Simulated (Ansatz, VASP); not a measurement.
# Ca: VASP beside Ansatz

```xyz
1
Lattice="0.0000 2.6679 2.6679 2.6679 0.0000 2.6679 2.6679 2.6679 0.0000" Properties=species:S:1:pos:R:3 pbc="T T T"
Ca    0.0000    0.0000    0.0000
```

Alike in both runs: task relaxation of cell and atoms; functional LDA; k mesh 20 × 20 × 20; occupations fermi-dirac, width 0.15 eV; no spin polarisation.

|  | VASP | Ansatz |
| --- | --- | --- |
| version | VASP 6.6.1 | Ansatz 0.2.0 |
| potentials or method | VASP PAW LDA potentials, release 64 (Ca_sv), cutoff 600 eV | scalar-relativistic, plane waves, PAW |
| valence electrons in the cell | 10 | 10 |

```csv
,VASP,Ansatz,Ansatz less VASP
"gap on the k mesh at the Fermi level, each at its own relaxed structure (eV)",none,none,-
relaxed volume (Å³/atom),38.25,38.17,-0.075
relaxed cell length with the largest relative difference (Å),3.782,3.779,-0.0025
```

Ansatz warns that its potentials were made for another functional, while VASP's fit it. LDA's correlation is that of Perdew and Zunger in VASP and of Perdew and Wang (1992) in Ansatz. A gap of «none» marks a metal or a gap that the smearing closes.
